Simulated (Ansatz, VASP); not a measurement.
One calculation of Si3Ag, two programs

```xyz
4
Lattice="0.0000 3.2152 3.2152 3.2152 0.0000 3.2152 3.2152 3.2152 0.0000" Properties=species:S:1:pos:R:3 pbc="T T T"
Si    0.0000    0.0000    0.0000
Si    1.6076    1.6076    1.6076
Si    4.8227    4.8227    4.8227
Ag    3.2152    3.2152    3.2152
```

Alike in both runs: functional PBE; k mesh 4 × 4 × 4; occupations gaussian, width 0.1 eV; no spin polarisation.

Ansatz relaxed the structure, and its values are those at the end. VASP's run is a single point on that final structure, the one shown.

|  | VASP | Ansatz |
| --- | --- | --- |
| version | VASP 6.6.1 | Ansatz 0.2.0 |
| potentials or method | VASP PAW PBE potentials, release 64 (Si, Ag), cutoff 520 eV | scalar-relativistic, plane waves, PAW |
| valence electrons in the cell | 23 | 31 |

```tsv
	VASP	Ansatz	Ansatz less VASP
gap on the k mesh at the Fermi level (eV)	none	none	-
pressure (GPa)	-0.4	-0.3	+0.05
```

A gap of «none» marks a metal or a gap that the smearing closes. With one functional, cell and mesh, what is left measures potentials, basis and numerics. VASP's potentials hold 23 valence electrons a cell and Ansatz's 31, so a difference there can come from the potentials and not from the codes.

The k mesh is coarse, so the values compare programs but aren't converged.
